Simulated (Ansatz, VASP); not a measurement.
# One calculation of TeRu, two programs

Contents of INCAR:

```
PREC = Accurate ; ENCUT = 520
EDIFF = 1E-6 ; ISMEAR = 0
SIGMA = 0.05 ; LREAL = False
LASPH = True ; NELM = 100
ALGO = Normal ; ISIF = 2
LWAVE = False ; LCHARG = False
GGA = PS ; NBANDS = 17
```

Contents of KPOINTS:

```
regular mesh
0
Gamma
  8 8 8
```

The input POSCAR:

```
TeRu
1.0
    0.0000000000      2.8985489419      2.8985489419
    2.8985489419      0.0000000000      2.8985489419
    2.8985489419      2.8985489419      0.0000000000
Ru Te
1 1
Direct
    0.0000000000      0.0000000000      0.0000000000
    0.2500000000      0.2500000000      0.2500000000
```

Input for Ansatz:

```yaml
crystal:
  lattice:
    - [0.0, 2.8985489419, 2.8985489419]
    - [2.8985489419, 0.0, 2.8985489419]
    - [2.8985489419, 2.8985489419, 0.0]
  atoms:
    - { symbol: Ru, position: [0.0, 0.0, 0.0] }
    - { symbol: Te, position: [0.25, 0.25, 0.25] }
basis:
  ecutwfc: 420
  ecutrho_ratio: 4
kpoints:
  mp_grid: { grid: [8, 8, 8] }
hamiltonian:
  xc: pbesol
scf:
  occupations: { method: gaussian, width: 0.05 }
output:
  forces: true
  stress: true
  eigenvalues: true
```

Alike in both runs: task single point; functional PBEsol; k mesh 8 × 8 × 8; occupations gaussian, width 0.05 eV; no spin polarisation.

|  | VASP | Ansatz |
| --- | --- | --- |
| version | VASP 6.6.1 | Ansatz 0.2.0 |
| potentials or method | VASP PAW PBE potentials, release 64 (Ru_pv, Te), cutoff 520 eV | scalar-relativistic, plane waves, PAW |
| valence electrons in the cell | 20 | 32 |

VASP gave:

```
gap on the k mesh at the Fermi level (eV) : none
pressure (GPa)                            : 0.9
```

Task: What did Ansatz give for the same quantities?

Result: gap on the k mesh at the Fermi level (eV): none; pressure (GPa): 1.0.

VASP's potentials were made for PBE, not for PBEsol. A gap of «none» marks a metal or a gap that the smearing closes. VASP's potentials hold 20 valence electrons a cell and Ansatz's 32, so a difference there can come from the potentials and not from the codes.

Neither program's run includes spin-orbit coupling.
